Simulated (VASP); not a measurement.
# BN (F-43m) in VASP: a series of runs

BN is run at these levels: r2SCAN, PBE; tasks: single point.

Everything below comes from runs of VASP 6.6.1. Logs are shortened: lines on timing, memory, paths and dates and some standing lists are left out, and cuts for length are marked.

**1. The cell of the first run**

It takes space group F-43m (No. 216, cubic). Conventional cell: a = 3.625 Å, b = 3.625 Å, c = 3.625 Å, α = 90.00°, β = 90.00°, γ = 90.00°. Within 2.1 Å of B (site symmetry -43m) lie 4 N at 1.57 Å. Within 2.1 Å of N (site symmetry -43m) lie 4 B at 1.57 Å.

**2. Single point, r2SCAN**

Input file POSCAR:

```
BN
1.0
    0.0000000000      1.8123485119      1.8123485119
    1.8123485119      0.0000000000      1.8123485119
    1.8123485119      1.8123485119      0.0000000000
B N
1 1
Direct
    0.0000000000      0.0000000000      0.0000000000
    0.7500000000      0.7500000000      0.7500000000
```

Input file INCAR.step1:

```
  PREC = Accurate
  ENCUT = 520
  ISMEAR = 0
  SIGMA = 0.02
  LREAL = False
  LASPH = True
  NELM = 60
  NBANDS = 11
  GGA = PE
  ALGO = Normal
  EDIFF = 1E-4
  LWAVE = True
  LCHARG = False
```

Input file INCAR.step2:

```
  PREC = Accurate
  ENCUT = 520
  EDIFF = 1E-6
  ISMEAR = 0
  SIGMA = 0.02
  LREAL = False
  LASPH = True
  NELM = 60
  ALGO = Normal
  ISIF = 2
  LWAVE = False
  LCHARG = False
  METAGGA = R2SCAN
  LMIXTAU = True
  NBANDS = 11
  ISTART = 1
```

Input file KPOINTS:

```
regular mesh
0
Gamma
  12 12 12
```

Potentials or basis: VASP PAW PBE potentials, release 64 (B, N).

On the command line:

```console
$ cat potpaw_PBE.64/B/POTCAR potpaw_PBE.64/N/POTCAR > POTCAR
$ cp INCAR.step1 INCAR
$ mpirun -np 1 vasp_std > vasp.out
$ cp INCAR.step2 INCAR
$ mpirun -np 1 vasp_std > vasp.out
```

OUTCAR:

```text
PREC = Accurate
   ENCUT = 520
   EDIFF = 1E-6
   ISMEAR = 0
   LREAL = False
   LASPH = True
   NELM = 60
   ISIF = 2
   METAGGA = R2SCAN
   ISTART = 1

 ion  position               nearest neighbor table
   1  0.000  0.000  0.000-   2 1.57   2 1.57   2 1.57   2 1.57
   2  0.750  0.750  0.750-   1 1.57   1 1.57   1 1.57   1 1.57

  LATTYP: Found a face centered cubic cell.
 ALAT       =     3.6246970238

  Lattice vectors:

 A1 = (   0.0000000000,   1.8123485119,   1.8123485119)
 A2 = (   1.8123485119,   0.0000000000,   1.8123485119)
 A3 = (   1.8123485119,   1.8123485119,   0.0000000000)

Analysis of symmetry for initial positions (statically):
=====================================================================
 Subroutine PRICEL returns:
 Original cell was already a primitive cell.

 Routine SETGRP: Setting up the symmetry group for a
 face centered cubic supercell.

 Subroutine GETGRP returns: Found 24 space group operations
 (whereof 24 operations were pure point group operations)
 out of a pool of 48 trial point group operations.

The static configuration has the point symmetry T_d .

Analysis of symmetry for dynamics (positions and initial velocities):
=====================================================================
 Subroutine PRICEL returns:
 Original cell was already a primitive cell.

 Routine SETGRP: Setting up the symmetry group for a
 face centered cubic supercell.

 Subroutine GETGRP returns: Found 24 space group operations
 (whereof 24 operations were pure point group operations)
 out of a pool of 48 trial point group operations.

The dynamic configuration has the point symmetry T_d .

 Subroutine INISYM returns: Found 24 space group operations
 (whereof 24 operations are pure point group operations),
 and found     1 'primitive' translations

----------------------------------------------------------------------------------------

                                     Primitive cell

  volume of cell :      11.9057

  direct lattice vectors                    reciprocal lattice vectors
     0.000000000  1.812348512  1.812348512    -0.275885127  0.275885127  0.275885127
     1.812348512  0.000000000  1.812348512     0.275885127 -0.275885127  0.275885127
     1.812348512  1.812348512  0.000000000     0.275885127  0.275885127 -0.275885127

  length of vectors
     2.563047845  2.563047845  2.563047845     0.477847058  0.477847058  0.477847058

  position of ions in fractional coordinates (direct lattice)
     0.000000000  0.000000000  0.000000000
[... 81 lines left out ...]
   NSW    =      0    number of steps for IOM
   IBRION =     -1    ionic relax: 0-MD 1-quasi-New 2-CG
   NFREE  =      0    steps in history (QN), initial steepest desc. (CG)
   ISIF   =      2    stress and relaxation
   ISYM   =      2    0-nonsym 1-usesym 2-fastsym
   POTIM  = 0.5000    time-step for ionic-motion
   TEBEG  =    0.0;   TEEND  =   0.0 temperature during run
   PSTRESS=    0.0 pullay stress
   NELECT =       8.0000    total number of electrons
   NUPDOWN=      -1.0000    fix difference up-down
   EMIN   =  10.00;   EMAX   =-10.00  energy-range for DOS
   EFERMI =   0.00;   METHOD = LEGACY
   ISMEAR =     0;   SIGMA  =   0.02  broadening in eV -4-tet -1-fermi 0-gaus
   EFERMI_NEDOS =   21; number of points for ismear=-14 and -15
   IALGO  =     38    algorithm
   IMIX   =      4    mixing-type and parameters
     AMIX     =   0.40;   BMIX     =  1.00
     AMIX_MAG =   1.60;   BMIX_MAG =  1.00
  volume/ion in A,a.u.               =       5.95        40.17
  Fermi-wavevector in a.u.,A,eV,Ry     =   1.433903  2.709684 27.974638  2.056078
  Thomas-Fermi vector in A             =   2.553370
   LORBIT       =      0    0 simple, 1 ext, 2 COOP (PROOUT), +10 PAW based schemes
   METAGGA = R2SCAN    functional components
   LHFCALC =     F    Hartree Fock is set to
   AEXX    =    0.0000 exact exchange contribution
   IVDW    =     0    specifies the selected vdW correction
   LEPSILON=     F    determine dielectric tensor
   LRPA    =     F    only Hartree local field effects (RPA)
 non-spin polarized calculation
 Gauss-broadening in eV      SIGMA  =   0.02
  energy-cutoff  :      520.00
  volume of cell :       11.91
 maximum number of plane-waves:       332
   NGX =  9   NGY =  9   NGZ =  9

 number of electron       7.9999999 magnetization

 Free energy of the ion-electron system (eV)
  ---------------------------------------------------
  ext. energy  EPLUGINS =         0.00000000
  ---------------------------------------------------
  free energy    TOTEN  =       -19.17074299 eV

  energy without entropy =      -19.17074299  energy(sigma->0) =      -19.17074299

 E-fermi :   7.3910     XC(G=0): -13.6037

 val. band max:        7.1439499081   @ k =   0.0000   0.0000   0.0000
 cond. band min:      12.1101150634   @ k =   0.5000   0.5000   0.0000
 fundamental gap:      4.9661651553
 Fermi energy:         7.3910446418

 k-point     1 :       0.0000    0.0000    0.0000
  band No.  band energies     occupation
      1     -14.0543      2.00000
      2       7.1439      2.00000
      3       7.1439      2.00000
      4       7.1439      2.00000
      5      16.6308      0.00000
      6      16.6308      0.00000
      7      16.6308      0.00000
      8      18.0682      0.00000
      9      33.1179      0.00000
     10      35.7882      0.00000
     11      35.7882      0.00000
[... 309 lines left out ...]
 k-point    24 :      -0.4167    0.1667    0.0000
  band No.  band energies     occupation
      1      -9.4231      2.00000
      2      -3.1547      2.00000
      3       2.8730      2.00000
      4       4.5005      2.00000
      5      17.1036      0.00000
      6      20.0546      0.00000
      7      20.1893      0.00000
      8      23.8534      0.00000
      9      29.3959      0.00000
     10      33.6123      0.00000
     11      35.2147      0.00000

 [... further k-points ...]
[... 5 lines left out ...]
  --------------------------------------------------------------------------------------
  -------------------------------------------------------------------------------------
  Total       -0.2737787     -0.2737787     -0.2737787      0.0000000     -0.0000000     -0.0000000
  in kB      -36.8430083    -36.8430083    -36.8430083      0.0000000     -0.0000000     -0.0000000
  external PRESSURE =     -36.8430083 kB  Pullay stress =       0.0000000 kB

 VOLUME and BASIS-vectors are now :
 -----------------------------------------------------------------------------
  energy-cutoff  :      520.00
  volume of cell :       11.91
      direct lattice vectors                 reciprocal lattice vectors
     0.000000000  1.812348512  1.812348512    -0.275885127  0.275885127  0.275885127
     1.812348512  0.000000000  1.812348512     0.275885127 -0.275885127  0.275885127
     1.812348512  1.812348512  0.000000000     0.275885127  0.275885127 -0.275885127

 POSITION                                       TOTAL-FORCE (eV/Angst)
 -----------------------------------------------------------------------------------
      0.00000      0.00000      0.00000        -0.000000     -0.000000     -0.000000
      2.71852      2.71852      2.71852         0.000000      0.000000      0.000000
 -----------------------------------------------------------------------------------
    total drift:                               -0.000000     -0.000000     -0.000000

  FREE ENERGIE OF THE ION-ELECTRON SYSTEM (eV)
  ---------------------------------------------------
  free  energy   TOTEN  =       -19.1707429898 eV

  energy  without entropy=      -19.1707429898  energy(sigma->0) =      -19.17074299
```

OUTCAR.step1:

```text
PREC = Accurate
   ENCUT = 520
   ISMEAR = 0
   LREAL = False
   LASPH = True
[... 557 lines left out ...]
      0.00000      0.00000      0.00000        -0.000000     -0.000000      0.000000
      2.71852      2.71852      2.71852         0.000000      0.000000     -0.000000
 -----------------------------------------------------------------------------------
    total drift:                                0.000000      0.000000      0.000000

  FREE ENERGIE OF THE ION-ELECTRON SYSTEM (eV)
  ---------------------------------------------------
  free  energy   TOTEN  =       -17.4510073323 eV

  energy  without entropy=      -17.4510073323  energy(sigma->0) =      -17.45100733
```

It took 31 s on 1 thread of Intel Xeon 6975P-C (Granite Rapids), shared host; peak memory 0.12 GiB.

What came out:

- Free energy: -19.1707 eV
- Pressure: -3.7 GPa
- Band gap on the k mesh: 4.97 eV, indirect (least direct gap 9.49 eV)

Levels at points of the mesh, in eV from the valence-band top:
| k point | band 1 | band 2 | band 3 | band 4 | band 5 | band 6 | band 7 | band 8 |
| --- | --- | --- | --- | --- | --- | --- | --- | --- |
| (0.00, 0.00, 0.00) | -21.20 | 0.00 | 0.00 | 0.00 | 9.49 | 9.49 | 9.49 | 10.92 |
| (0.50, 0.00, 0.00) | -16.94 | -11.01 | -2.00 | -2.00 | 10.68 | 11.42 | 11.42 | 16.31 |
| (0.50, 0.50, 0.00) | -15.53 | -9.27 | -5.06 | -5.06 | 4.97 | 9.77 | 19.13 | 19.13 |

Caveat: the PAW data sets were made with another functional, which shifts forces and pressure a little.

**3. Single point, PBE**

This run uses another cell than the first one, of 5.85 Å³/atom, 0.982 times its volume.

Input file INCAR:

```
SYSTEM = BN
PREC = Accurate
ENCUT = 520
EDIFF = 1E-6
ISMEAR = 0
SIGMA = 0.01
LREAL = .FALSE.
LASPH = .TRUE.
NELM = 80
ALGO = Normal
ISIF = 2
LWAVE = .FALSE.
LCHARG = .FALSE.
GGA = PE
NBANDS = 11
```

Input file KPOINTS:

```
Automatic mesh
0
G
  12 12 12
  0 0 0
```

Input file POSCAR:

```
BN
1.0
    0.0000000000      1.8013883605      1.8013883605
    1.8013883605      0.0000000000      1.8013883605
    1.8013883605      1.8013883605      0.0000000000
B N
1 1
Direct
    0.0000000000      0.0000000000      0.0000000000
    0.7500000000      0.7500000000      0.7500000000
```

Potentials or basis: VASP PAW PBE potentials, release 64 (B, N).

On the command line:

```console
$ cat potpaw_PBE.64/B/POTCAR potpaw_PBE.64/N/POTCAR > POTCAR
$ mpirun -np 1 vasp_std > vasp.out
```

OUTCAR:

```text
SYSTEM = BN
   PREC = Accurate
   ENCUT = 520
   EDIFF = 1E-6
   ISMEAR = 0
   LREAL = .FALSE.
   LASPH = .TRUE.
   NELM = 80
   ISIF = 2
   GGA = PE

 ion  position               nearest neighbor table
   1  0.000  0.000  0.000-   2 1.56   2 1.56   2 1.56   2 1.56
   2  0.750  0.750  0.750-   1 1.56   1 1.56   1 1.56   1 1.56

  LATTYP: Found a face centered cubic cell.
 ALAT       =     3.6027767210

  Lattice vectors:

 A1 = (   0.0000000000,   1.8013883605,   1.8013883605)
 A2 = (   1.8013883605,   0.0000000000,   1.8013883605)
 A3 = (   1.8013883605,   1.8013883605,   0.0000000000)
[... 512 lines left out ...]
      7      19.8625      0.00000
      8      23.3523      0.00000
      9      28.7092      0.00000
     10      33.0062      0.00000
     11      34.4143      0.00000

 [... further k-points ...]
[... 5 lines left out ...]
  --------------------------------------------------------------------------------------
  -------------------------------------------------------------------------------------
  Total        0.5319988      0.5319988      0.5319988      0.0000000      0.0000000      0.0000000
  in kB       72.9069916     72.9069916     72.9069916      0.0000000      0.0000000      0.0000000
  external PRESSURE =      72.9069916 kB  Pullay stress =       0.0000000 kB

 VOLUME and BASIS-vectors are now :
 -----------------------------------------------------------------------------
  energy-cutoff  :      520.00
  volume of cell :       11.69
      direct lattice vectors                 reciprocal lattice vectors
     0.000000000  1.801388361  1.801388361    -0.277563690  0.277563690  0.277563690
     1.801388361  0.000000000  1.801388361     0.277563690 -0.277563690  0.277563690
     1.801388361  1.801388361  0.000000000     0.277563690  0.277563690 -0.277563690

 POSITION                                       TOTAL-FORCE (eV/Angst)
 -----------------------------------------------------------------------------------
      0.00000      0.00000      0.00000        -0.000000     -0.000000     -0.000000
      2.70208      2.70208      2.70208         0.000000      0.000000      0.000000
 -----------------------------------------------------------------------------------
    total drift:                               -0.000000     -0.000000     -0.000000

  FREE ENERGIE OF THE ION-ELECTRON SYSTEM (eV)
  ---------------------------------------------------
  free  energy   TOTEN  =       -17.4456761026 eV

  energy  without entropy=      -17.4456761026  energy(sigma->0) =      -17.44567610
```

OSZICAR:

```text
N       E                     dE             d eps       ncg     rms          rms(c)
DAV:   1     0.892674715142E+01    0.89267E+01   -0.50345E+03  1632   0.726E+02
DAV:   2    -0.179882042001E+02   -0.26915E+02   -0.26223E+02  1891   0.162E+02
DAV:   3    -0.184262829930E+02   -0.43808E+00   -0.43775E+00  1875   0.180E+01
DAV:   4    -0.184267389154E+02   -0.45592E-03   -0.45592E-03  1713   0.646E-01
DAV:   5    -0.184267393461E+02   -0.43074E-06   -0.43074E-06  1818   0.194E-02    0.676E+00
DAV:   6    -0.175353187952E+02    0.89142E+00   -0.29187E+00  1656   0.992E+00    0.330E+00
DAV:   7    -0.174600194396E+02    0.75299E-01   -0.10864E-01  1761   0.271E+00    0.194E+00
DAV:   8    -0.174453988724E+02    0.14621E-01   -0.35980E-02  1766   0.138E+00    0.198E-01
DAV:   9    -0.174455852452E+02   -0.18637E-03   -0.94693E-04  1662   0.259E-01    0.845E-02
DAV:  10    -0.174456709371E+02   -0.85692E-04   -0.12035E-04  1733   0.936E-02    0.152E-02
DAV:  11    -0.174456760813E+02   -0.51442E-05   -0.90062E-06  1797   0.247E-02    0.106E-02
DAV:  12    -0.174456761026E+02   -0.21295E-07   -0.15283E-06   972   0.855E-03
   1 F= -.17445676E+02 E0= -.17445676E+02  d E =-.288918E-49
```

Run time: 8.3 s. Hardware: 1 thread of Intel Xeon Platinum 8488C (Sapphire Rapids), shared host; peak memory 0.11 GiB.

Results:

| Property | Result |
| --- | --- |
| Free energy | -17.4457 eV |
| Pressure | 7.3 GPa |
| Band gap on the k mesh | 4.47 eV, indirect (least direct gap 8.87 eV) |

Levels at points of the mesh, in eV from the valence-band top:
| k point | band 1 | band 2 | band 3 | band 4 | band 5 | band 6 | band 7 | band 8 | band 9 |
| --- | --- | --- | --- | --- | --- | --- | --- | --- | --- |
| (0.00, 0.00, 0.00) | -20.35 | 0.00 | 0.00 | 0.00 | 8.87 | 8.87 | 8.87 | 10.52 | 24.94 |
| (0.50, 0.00, 0.00) | -16.08 | -10.78 | -1.96 | -1.96 | 10.28 | 10.76 | 10.76 | 15.36 | 23.60 |
| (0.50, 0.50, 0.00) | -14.70 | -8.98 | -4.95 | -4.95 | 4.47 | 9.29 | 18.08 | 18.08 | 20.96 |

A k mesh can miss the band edges.

**4. Single point, PBE**

Input file INCAR:

```
PREC     = Accurate       # precision mode
ENCUT    = 520            # plane-wave cutoff, eV
EDIFF    = 1E-7           # SCF threshold, eV
ISMEAR   = 0              # smearing method
SIGMA    = 0.01           # smearing width, eV
LREAL    = False          # projectors in reciprocal space
LASPH    = True           # aspherical terms in the spheres
NELM     = 60             # most SCF steps
ALGO     = Normal         # electronic algorithm
ISIF     = 2              # what is computed and relaxed
LWAVE    = False          # write WAVECAR
LCHARG   = True           # write CHGCAR
GGA      = PE             # functional
LELF     = True           # ELF
LVHAR    = True         
NBANDS   = 11             # bands
```

Input file KPOINTS:

```
regular mesh
0
Gamma
  12 12 12
```

Input file POSCAR:

```
BN
1.0
    0.0000000000      1.8001749103      1.8001749103
    1.8001749103      0.0000000000      1.8001749103
    1.8001749103      1.8001749103      0.0000000000
B N
1 1
Direct
    0.0000000000      0.0000000000      0.0000000000
    0.7500000000      0.7500000000      0.7500000000
```

On the command line:

```console
$ cat potpaw_PBE.64/B/POTCAR potpaw_PBE.64/N/POTCAR > POTCAR
$ mpirun -np 1 vasp_std > vasp.out
```

Wall time 8 s (1 thread of Intel Xeon Platinum 8488C (Sapphire Rapids), shared host); peak memory 0.12 GiB.

The run converged. Its results:

```
Free energy            : -17.4445 eV
Pressure               : 8.1 GPa
Band gap on the k mesh : 4.47 eV, indirect (least direct gap 8.88 eV)
```

Levels at points of the mesh, in eV from the valence-band top:
```tsv
k point	band 1	band 2	band 3	band 4	band 5	band 6	band 7	band 8
(0.00, 0.00, 0.00)	-20.37	0.00	0.00	0.00	8.88	8.88	8.88	10.55
(0.50, 0.00, 0.00)	-16.09	-10.80	-1.96	-1.96	10.30	10.77	10.77	15.38
(0.50, 0.50, 0.00)	-14.71	-9.00	-4.96	-4.96	4.47	9.30	18.11	18.11
```

**5. Single point, PBE**

Input file INCAR:

```
SYSTEM = BN
PREC     = Accurate       ! precision mode
ENCUT    = 520            ! plane-wave cutoff, eV
EDIFF    = 1E-6           ! SCF threshold, eV
ISMEAR   = 0              ! smearing method
SIGMA    = 0.02           ! smearing width, eV
LREAL    = .FALSE.        ! projectors in reciprocal space
LASPH    = .TRUE.         ! aspherical terms in the spheres
NELM     = 80             ! most SCF steps
ALGO     = Normal         ! electronic algorithm
ISIF     = 2              ! what is computed and relaxed
LWAVE    = .FALSE.        ! write WAVECAR
LCHARG   = .FALSE.        ! write CHGCAR
GGA      = PE             ! functional
NBANDS   = 11             ! bands
```

Input file KPOINTS:

```
regular mesh
0
G
  12 12 12
  0 0 0
```

Input file POSCAR:

```
BN
1.0
    0.0000000000      1.8123386232      1.8123386232
    1.8123386232      0.0000000000      1.8123386232
    1.8123386232      1.8123386232      0.0000000000
B N
1 1
Direct
    0.0000000000      0.0000000000      0.0000000000
    0.7500000000      0.7500000000      0.7500000000
```

On the command line:

```console
$ cat potpaw_PBE.64/B/POTCAR potpaw_PBE.64/N/POTCAR > POTCAR
$ mpirun -np 1 vasp_std > vasp.out
```

Wall time 6.2 s (1 thread of Intel Xeon Platinum 8488C (Sapphire Rapids), shared host); peak memory 0.12 GiB.

Results (log left out):

| Item | Value |
| --- | --- |
| Free energy | -17.4510 eV |
| Pressure | 0.2 GPa |
| Band gap on the k mesh | 4.45 eV, indirect (least direct gap 8.78 eV) |

Levels at points of the mesh, in eV from the valence-band top:
```csv
k point,band 2,band 3,band 4,band 5,band 6,band 7
"(0.00, 0.00, 0.00)",0.00,0.00,0.00,8.78,8.78,8.78
"(0.50, 0.00, 0.00)",-10.62,-1.93,-1.93,10.04,10.66,10.66
"(0.50, 0.50, 0.00)",-8.86,-4.86,-4.86,4.45,9.19,17.80
```

A k mesh can miss the band edges. Expect the measured gap to be larger: semilocal functionals such as PBE lack the derivative discontinuity.

**6. Summary**

| level | cell | smearing | gap on the mesh (eV) | pressure (GPa) |
| --- | --- | --- | --- | --- |
| r2SCAN | a = 2.563 Å, angles 60.0°, 2 atoms | gaussian 0.02 eV | 4.97 | -3.7 |
| PBE | a = 2.548 Å, angles 60.0°, 2 atoms | gaussian 0.01 eV | 4.47 | 7.3 |
| PBE | a = 2.546 Å, angles 60.0°, 2 atoms | gaussian 0.01 eV | 4.47 | 8.1 |
| PBE | a = 2.563 Å, angles 60.0°, 2 atoms | gaussian 0.02 eV | 4.45 | 0.2 |

Alike in all rows: task single point; potentials or basis VASP PAW PBE potentials, release 64 (B, N); no spin polarisation; k mesh 12 × 12 × 12; cutoff (eV) 520.

Caveats: the PAW data sets were made with another functional, which shifts forces and pressure a little (some runs).

Total energies depend on the potentials used, so only differences within one code and one set of settings carry meaning.
